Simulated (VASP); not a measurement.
Input of a VASP 6.6.1 run:

File INCAR:

```
SYSTEM = SiC
PREC = Accurate ; ENCUT = 520
EDIFF = 1E-7 ; ISMEAR = 0
SIGMA = 0.02 ; LREAL = .FALSE.
LASPH = .TRUE. ; NELM = 80
ALGO = Normal ; ISIF = 2
LWAVE = .FALSE. ; LCHARG = .FALSE.
GGA = PE ; NBANDS = 11
```

KPOINTS

```
Automatic mesh
0
G
  10 10 10
  0 0 0
```

Contents of POSCAR:

```
SiC
1.0
    0.0000000000      2.1898629705      2.1898629705
    2.1898629705      0.0000000000      2.1898629705
    2.1898629705      2.1898629705      0.0000000000
Si C
1 1
Direct
    0.2500000000      0.2500000000      0.2500000000
    0.0000000000      0.0000000000      0.0000000000
```

Potentials or basis: VASP PAW PBE potentials, release 64 (Si, C).

Command:

```console
$ cat potpaw_PBE.64/Si/POTCAR potpaw_PBE.64/C/POTCAR > POTCAR
$ mpirun -np 1 vasp_std > vasp.out
```

Problem. Predict the pressure.

Solution. 0.0 GPa.

Problem. Estimate the band gap on the k mesh.

Solution. 1.37 eV, indirect (least direct gap 4.53 eV).

A k mesh can miss the band edges.
